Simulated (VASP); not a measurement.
PbF2: single point with PBE

Crystal: PbF2.

```xyz
3
Lattice="0.0000 3.4284 2.2285 3.4284 0.0000 2.2285 3.4284 3.4284 0.0000" Properties=species:S:1:pos:R:3 pbc="T T T"
Pb    0.0000    0.0000    0.0000
F     1.7142    1.7142    1.1142
F     5.1427    5.1427    3.3427
```

This cell differs from its parent crystal: ratio of the length along z to the lengths across it x 0.65, volume and fractional coordinates fixed.

* Program: VASP 6.6.1
* Task: single point
* Functional: PBE
* Potentials or basis: VASP PAW PBE potentials, release 64 (Pb_d, F)
* Cutoff: 520 eV
* k mesh: 8 × 8 × 8
* Occupations: gaussian, width 0.05 eV
* Spin: no spin polarisation
* Dipole correction: no
* Further INCAR settings: ALGO = Normal; EDIFF = 1e-07; NBANDS = 21

| Property | Result |
| --- | --- |
| Pressure | 1.1 GPa |
| Band gap on the k mesh | 1.63 eV, indirect (least direct gap 2.16 eV) |

Stress tensor (GPa, compression positive):
```
-11.43   0.00   0.00
  0.00 -11.43   0.00
  0.00   0.00  26.08
```

Levels at points of the mesh, in eV from the valence-band top:
```tsv
k point	band 12	band 13	band 14	band 15	band 16	band 17
(0.00, 0.00, 0.00)	-2.59	-2.59	-0.04	4.83	6.26	6.26
(0.50, 0.00, 0.00)	-2.51	-2.37	-1.43	2.25	5.46	5.68
(0.50, 0.50, 0.00)	-2.22	-2.22	0.00	3.11	5.31	5.31
(0.50, 0.00, 0.50)	-2.26	-1.33	0.00	2.16	5.36	6.40
```

Wall time 75 s on 1 thread of Intel(R) Xeon(R) Platinum 8488C (Sapphire Rapids) (shared host), peak memory 0.21 GiB.

Caveat: spin-orbit coupling is left out, which moves the levels of the heavy elements. A k mesh can miss the band edges.
